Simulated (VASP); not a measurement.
Runs of VASP 6.6.1 on TiO2. The structure is that of space group P4_2/mnm (No. 136), or close to it. The cells are those of the table. 

```tsv
task	level	cell	k mesh	cutoff (eV)	smearing	gap on the mesh (eV)	pressure (GPa)	largest force (eV/Å)
single point	r2SCAN	a = 4.597, b = 4.597, c = 2.953 Å, 6 atoms	6 × 6 × 8	520	fermi-dirac 0.02 eV	2.23	1.3	0.04
relaxation of cell and atoms	PBE	relaxed from a = 5.208, b = 5.208, c = 3.437 Å, 6 atoms	4 × 4 × 6	600	fermi-dirac 0.02 eV	1.82	0.0	-
single point	PBE	a = 4.643, b = 4.643, c = 2.964 Å, 6 atoms	4 × 4 × 6	520	fermi-dirac 0.02 eV	(a)	0.6	0.03
single point	r2SCAN	a = 4.597, b = 4.597, c = 2.953 Å, 6 atoms	6 × 6 × 8	520	gaussian 0.01 eV	2.23	1.3	0.04
```

Alike in all rows: potentials or basis VASP PAW PBE potentials, release 64 (Ti_sv, O); no spin polarisation.

Task: Estimate the missing entries.

Result: (a) 1.83.

Caveats: the PAW data sets were made with another functional, which shifts forces and pressure a little (at least some runs).

A k mesh can miss the band edges.
